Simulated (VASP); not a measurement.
Wanted: the native input for a VASP 6.6.1 run.

* Task: single point
* Functional: PBEsol
* Potentials or basis: VASP PAW PBE potentials, release 64 (C_h)
* Cutoff: 910 eV
* k mesh: 12 × 9 × 12
* Occupations: fermi-dirac, width 0.02 eV
* Spin: no spin polarisation
* Dipole correction: no
* Second run: hard_potentials
* Further INCAR settings: ALGO = Normal; EDIFF = 1e-06; NBANDS = 16

The structure of C lies in POSCAR:

```
C
1.0
   -1.7769029944      1.7769029944      0.0000000000
    0.0000000000      0.0000000000      3.5538059888
    1.7769029944      1.7769029944      0.0000000000
C
4
Direct
    0.5000000000      0.3750000000      0.2500000000
    0.0000000000      0.8750000000      0.7500000000
    0.0000000000      0.1250000000      0.2500000000
    0.5000000000      0.6250000000      0.7500000000
```

These files were run (other wordings do the same):

INCAR

```
ALGO = Normal
EDIFF = 1E-6
ENCUT = 910
GGA = PS
GGA_COMPAT = False
ISIF = 2
ISMEAR = -1
LASPH = True
LCHARG = False
LREAL = False
LWAVE = False
NBANDS = 16
NELM = 120
PREC = Accurate
SIGMA = 0.02
```

KPOINTS

```
k-points
0
Gamma
  12 9 12
```

Potentials or basis: VASP PAW PBE potentials, release 64 (C_h).

Run with:

```bash
$ cat potpaw_PBE.64/C_h/POTCAR > POTCAR
$ mpirun -np 1 vasp_std > vasp.out
```

Results of the run:

```json
{
 "Pressure": "0.0 GPa",
 "Band gap on the k mesh": "4.05 eV"
}
```

Caveat: the cutoff is under 1.25 times the usual one of these potentials, so pressure, stress and relaxed cells hold a basis-set (Pulay) error; the PAW data sets were made with another functional, which shifts forces and pressure a little.

Run time: 83 s on 1 thread of AMD EPYC 9R45 (Zen 5), on a shared host, peak memory 0.18 GiB.
